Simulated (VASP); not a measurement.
Here is a VASP 6.6.1 calculation.

The input INCAR:

```
PREC     = Accurate       # precision mode
ENCUT    = 520            # plane-wave cutoff, eV
EDIFF    = 1E-6           # SCF threshold, eV
ISMEAR   = 0              # smearing method
SIGMA    = 0.05           # smearing width, eV
LREAL    = False          # projectors in reciprocal space
LASPH    = True           # aspherical terms in the spheres
NELM     = 60             # most SCF steps
ALGO     = Normal         # electronic algorithm
ISIF     = 2              # what is computed and relaxed
LWAVE    = False          # write WAVECAR
LCHARG   = True           # write CHGCAR
GGA      = PE             # functional
LELF     = True           # ELF
LVHAR    = True         
NBANDS   = 18             # bands
```

File KPOINTS:

```
regular mesh
0
Gamma
  5 5 4
```

Contents of POSCAR:

```
MoI
1.0
    3.6232628200      0.0000000000      0.0000000000
    0.0000000000      3.6232628200      0.0000000000
    0.0000000000      0.0000000000      5.0420814100
Mo I
1 1
Direct
    0.5017470000      0.4871910000      0.5000190000
   -0.0032950000     -0.0103830000      0.5097300000
```

Potentials or basis: VASP PAW PBE potentials, release 64 (Mo_sv, I).

Command:

```bash
$ cat potpaw_PBE.64/Mo_sv/POTCAR potpaw_PBE.64/I/POTCAR > POTCAR
$ mpirun -np 1 vasp_std > vasp.out
```

Task: Estimate the pressure.

Result: 10.1 GPa.

Task: Predict the largest force.

Result: 0.271 eV/Å.

Forces on the atoms (eV/Å):
```
Mo  -0.171  0.083 -0.193
I    0.171 -0.083  0.193
```

Caveat: the stress differs along the axes, from -3 to 17 GPa; an odd number of electrons without spin polarisation forces a metal; a magnetic or distorted state may lie lower.
